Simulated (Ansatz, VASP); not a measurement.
**MgCd5Te6 in VASP and in Ansatz**

```
CELL_PARAMETERS angstrom
4.71031 0.00129 -0.00015
-2.35401 4.07717 -0.00089
-0.00203 0.00558 22.70750
ATOMIC_POSITIONS crystal
Mg 0.99871 0.99829 0.16521
Cd 0.66854 0.33425 0.00233
Cd 0.66702 0.33227 0.33124
Cd 0.66779 0.33538 0.66647
Cd 0.99935 0.99891 0.49874
Cd 0.99867 0.00091 0.83420
Te 0.66536 0.33167 0.12826
Te 0.66586 0.33220 0.45711
Te 0.66538 0.33419 0.79254
Te 0.00037 0.99898 0.28897
Te 0.00114 0.00199 0.62477
Te 0.00181 0.00097 0.96016
```

Change from the starting cell: cell x1, atoms moved at random (sigma 0.15 Å) and cell strained at random (1.5 %), then relaxed without symmetry.

Alike in both runs: functional PBE; k mesh 3 × 3 × 1; occupations gaussian, width 0.1 eV; no spin polarisation.

Ansatz relaxed the structure, and its values are those at the end. VASP's run is a single point on that final structure, the one shown.

|  | VASP | Ansatz |
| --- | --- | --- |
| version | VASP 6.6.1 | Ansatz 0.2.0 |
| potentials or method | VASP PAW PBE potentials, release 64 (Mg, Cd, Te), cutoff 520 eV | scalar-relativistic, plane waves, PAW |
| valence electrons in the cell | 98 | 206 |

VASP gave:

```
gap on the k mesh at the Fermi level (eV) : 0.75
least direct gap on the mesh (eV)         : 0.75
pressure (GPa)                            : 0.1
rms of the force components (eV/Å)        : 0.006
```

Q: What did Ansatz give for the same quantities?

A: gap on the k mesh at the Fermi level (eV): 0.76; least direct gap on the mesh (eV): 0.76; pressure (GPa): 0.0; rms of the force components (eV/Å): 0.005.

With one functional, cell and mesh, what is left measures potentials, basis and numerics. VASP's potentials hold 98 valence electrons a cell and Ansatz's 206, so a difference there can come from the potentials and not from the codes.

The k mesh is coarse, so the values compare programs but aren't converged. Neither program's run includes spin-orbit coupling.
